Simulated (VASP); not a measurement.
# CsCdCl3 (P4/mmm) in VASP: notebook, part 2 of 2

VASP 6.6.1.

### 4 Single point, LDA (strain +0.0050 x Voigt [0, 1, 0, 0, 0, 0])

INCAR

```
  PREC = Accurate
  ENCUT = 520
  EDIFF = 1E-6
  ISMEAR = 0
  SIGMA = 0.05
  LREAL = False
  LASPH = True
  NELM = 60
  ALGO = Normal
  ISIF = 2
  LWAVE = False
  LCHARG = False
  NBANDS = 29
```

KPOINTS

```
regular mesh
0
Gamma
  6 6 6
```

POSCAR

```
CsCdCl3
1.0
    5.2000000000      0.0000000000      0.0000000000
    0.0000000000      5.2260000000      0.0000000000
    0.0000000000      0.0000000000      5.2000000000
Cs Cd Cl
1 1 3
Direct
    0.0000000000      0.0000000000      0.0000000000
    0.5000000000      0.5000000000      0.5000000000
    0.0000000000      0.5000000000      0.5000000000
    0.5000000000      0.0000000000      0.5000000000
    0.5000000000      0.5000000000      0.0000000000
```

Potentials or basis: VASP PAW LDA potentials, release 64 (Cs_sv, Cd, Cl).

On the command line:

```
> cat potpaw_LDA.64/Cs_sv/POTCAR potpaw_LDA.64/Cd/POTCAR potpaw_LDA.64/Cl/POTCAR > POTCAR
> mpirun -np 1 vasp_std > vasp.out
```

OUTCAR:

```text
PREC = Accurate
   ENCUT = 520
   EDIFF = 1E-6
   ISMEAR = 0
   LREAL = False
   LASPH = True
   NELM = 60
   ISIF = 2

 ion  position               nearest neighbor table
   1  0.000  0.000  0.000-
   2  0.500  0.500  0.500-   3 2.60   5 2.60   5 2.60   3 2.60   4 2.61   4 2.61
   3  0.000  0.500  0.500-   2 2.60   2 2.60
   4  0.500  0.000  0.500-   2 2.61   2 2.61
   5  0.500  0.500  0.000-   2 2.60   2 2.60

  LATTYP: Found a simple tetragonal cell.
 ALAT       =     5.2000000000
 C/A-ratio  =     1.0050000000

  Lattice vectors:

 A1 = (  -5.2000000000,   0.0000000000,   0.0000000000)
 A2 = (   0.0000000000,   0.0000000000,   5.2000000000)
 A3 = (   0.0000000000,   5.2260000000,   0.0000000000)

Analysis of symmetry for initial positions (statically):
=====================================================================
 Subroutine PRICEL returns:
 Original cell was already a primitive cell.

 Routine SETGRP: Setting up the symmetry group for a
 simple tetragonal supercell.

 Subroutine GETGRP returns: Found 16 space group operations
 (whereof 16 operations were pure point group operations)
 out of a pool of 16 trial point group operations.

The static configuration has the point symmetry D_4h.

Analysis of symmetry for dynamics (positions and initial velocities):
=====================================================================
 Subroutine PRICEL returns:
 Original cell was already a primitive cell.

 Routine SETGRP: Setting up the symmetry group for a
 simple tetragonal supercell.

 Subroutine GETGRP returns: Found 16 space group operations
 (whereof 16 operations were pure point group operations)
 out of a pool of 16 trial point group operations.

The dynamic configuration has the point symmetry D_4h.

 Subroutine INISYM returns: Found 16 space group operations
 (whereof 16 operations are pure point group operations),
[... 116 lines left out ...]
   EFERMI =   0.00;   METHOD = LEGACY
   ISMEAR =     0;   SIGMA  =   0.05  broadening in eV -4-tet -1-fermi 0-gaus
   EFERMI_NEDOS =   21; number of points for ismear=-14 and -15
   IALGO  =     38    algorithm
   IMIX   =      4    mixing-type and parameters
     AMIX     =   0.40;   BMIX     =  1.00
     AMIX_MAG =   1.60;   BMIX_MAG =  1.00
  volume/ion in A,a.u.               =      28.26       190.72
  Fermi-wavevector in a.u.,A,eV,Ry     =   1.092528  2.064578 16.240150  1.193617
  Thomas-Fermi vector in A             =   2.228795
   LORBIT       =      0    0 simple, 1 ext, 2 COOP (PROOUT), +10 PAW based schemes
   GGA     = CA    functional components
   LHFCALC =     F    Hartree Fock is set to
   AEXX    =    0.0000 exact exchange contribution
   IVDW    =     0    specifies the selected vdW correction
   LEPSILON=     F    determine dielectric tensor
   LRPA    =     F    only Hartree local field effects (RPA)
 non-spin polarized calculation
 Gauss-broadening in eV      SIGMA  =   0.05
  energy-cutoff  :      520.00
  volume of cell :      141.31
 maximum number of plane-waves:      3840
 NGX is ok and might be reduce to    40
   NGX = 19   NGY = 19   NGZ = 19

 number of electron      42.0000006 magnetization

 Free energy of the ion-electron system (eV)
  ---------------------------------------------------
  ext. energy  EPLUGINS =         0.00000000
  ---------------------------------------------------
  free energy    TOTEN  =       -16.79973020 eV

  energy without entropy =      -16.79973020  energy(sigma->0) =      -16.79973020

 E-fermi :   0.1354     XC(G=0):  -9.1176

 val. band max:       -0.1336197646   @ k =   0.5000   0.5000   0.5000
 cond. band min:       1.3871710495   @ k =   0.0000   0.0000   0.0000
 fundamental gap:      1.5207908141
 Fermi energy:         0.1354270548

 k-point     1 :       0.0000    0.0000    0.0000
  band No.  band energies     occupation
      1     -19.0728      2.00000
      2     -13.6679      2.00000
      3     -13.1269      2.00000
      4     -13.1056      2.00000
      5      -6.7008      2.00000
      6      -6.6978      2.00000
[... 757 lines left out ...]
     28       8.4016      0.00000
     29       8.8813      0.00000

 [... further k-points ...]
[... 5 lines left out ...]
  --------------------------------------------------------------------------------------
  -------------------------------------------------------------------------------------
  Total       -1.5752078     -1.7552382     -1.5752078      0.0000000      0.0000000      0.0000000
  in kB      -17.8596256    -19.9008007    -17.8596256      0.0000000      0.0000000      0.0000000
  external PRESSURE =     -18.5400173 kB  Pullay stress =       0.0000000 kB

 VOLUME and BASIS-vectors are now :
 -----------------------------------------------------------------------------
  energy-cutoff  :      520.00
  volume of cell :      141.31
      direct lattice vectors                 reciprocal lattice vectors
     5.200000000  0.000000000  0.000000000     0.192307692  0.000000000  0.000000000
     0.000000000  5.226000000  0.000000000     0.000000000  0.191350938  0.000000000
     0.000000000  0.000000000  5.200000000     0.000000000  0.000000000  0.192307692

 POSITION                                       TOTAL-FORCE (eV/Angst)
 -----------------------------------------------------------------------------------
      0.00000      0.00000      0.00000         0.000000      0.000000      0.000000
      2.60000      2.61300      2.60000         0.000000      0.000000      0.000000
      0.00000      2.61300      2.60000         0.000000      0.000000      0.000000
      2.60000      0.00000      2.60000         0.000000      0.000000      0.000000
      2.60000      2.61300      0.00000         0.000000      0.000000      0.000000
 -----------------------------------------------------------------------------------
    total drift:                                0.000000      0.000000     -0.000000

  FREE ENERGIE OF THE ION-ELECTRON SYSTEM (eV)
  ---------------------------------------------------
  free  energy   TOTEN  =       -16.7997301997 eV

  energy  without entropy=      -16.7997301997  energy(sigma->0) =      -16.79973020
```

OSZICAR:

```text
N       E                     dE             d eps       ncg     rms          rms(c)
DAV:   1     0.294799801586E+03    0.29480E+03   -0.19455E+04  2320   0.129E+03
DAV:   2     0.492473542023E+01   -0.28988E+03   -0.28011E+03  2902   0.275E+02
DAV:   3    -0.175528143372E+02   -0.22478E+02   -0.22399E+02  2759   0.794E+01
DAV:   4    -0.178256913666E+02   -0.27288E+00   -0.27266E+00  2943   0.979E+00
DAV:   5    -0.178294351814E+02   -0.37438E-02   -0.37436E-02  2892   0.115E+00    0.840E+00
DAV:   6    -0.169328809197E+02    0.89655E+00   -0.16697E+00  3055   0.137E+01    0.704E+00
DAV:   7    -0.168126637637E+02    0.12022E+00   -0.52987E-01  2754   0.557E+00    0.370E+00
DAV:   8    -0.168027847752E+02    0.98790E-02   -0.16986E-01  2888   0.336E+00    0.869E-01
DAV:   9    -0.167997141114E+02    0.30707E-02   -0.18881E-02  2762   0.143E+00    0.181E-01
DAV:  10    -0.167997267013E+02   -0.12590E-04   -0.16883E-03  2924   0.245E-01    0.469E-02
DAV:  11    -0.167997295125E+02   -0.28112E-05   -0.83398E-05  2774   0.763E-02    0.218E-02
DAV:  12    -0.167997301997E+02   -0.68719E-06   -0.72381E-06  2971   0.169E-02
   1 F= -.16799730E+02 E0= -.16799730E+02  d E =-.105535E-15
```

stdout:

```text
POSCAR found type information on POSCAR CsCdCl
 POSCAR found :  3 types and       5 ions
 scaLAPACK will be used
 LDA part: xc-table for (Slater(with rela. corr.)+CA(PZ))
 , standard interpolation
 POSCAR, INCAR and KPOINTS ok, starting setup
 FFT: planning ... GRIDC
 FFT: planning ... GRID_SOFT
 FFT: planning ... GRID
 WAVECAR not read
 entering main loop
```

Run time: 2.1 min. Hardware: 1 thread of Intel Xeon Platinum 8259CL at 2.50GHz (Skylake/Cascade Lake), shared host; peak memory 0.29 GiB.

Results:

- Free energy: -16.7997 eV
- Pressure: -1.9 GPa
- Band gap on the k mesh: 1.52 eV, indirect (least direct gap 2.10 eV)

Stress tensor (GPa, compression positive):
```
-1.79  0.00  0.00
 0.00 -1.99  0.00
 0.00  0.00 -1.79
```

Caveat: the cell differs from its parent crystal (strain +0.0050 x Voigt [0, 1, 0, 0, 0, 0]); spin-orbit coupling is left out, which moves the levels of the heavy elements.

### 5 The runs side by side

| cell | gap on the mesh (eV) | pressure (GPa) |
| --- | --- | --- |
| a = 5.200, b = 5.096 Å, 5 atoms | 1.53 | -0.9 |
| a = 5.200, b = 5.148 Å, 5 atoms | 1.54 | -1.3 |
| a = 5.200, b = 5.226 Å, 5 atoms | 1.52 | -1.9 |

Alike in all rows: task single point; level LDA; potentials or basis VASP PAW LDA potentials, release 64 (Cs_sv, Cd, Cl); no spin polarisation; k mesh 6 × 6 × 6; cutoff (eV) 520; smearing gaussian 0.05 eV.

Caveats: spin-orbit coupling is left out, which moves the levels of the heavy elements.

Total energies depend on the potentials used, so only differences within one code and one set of settings carry meaning.
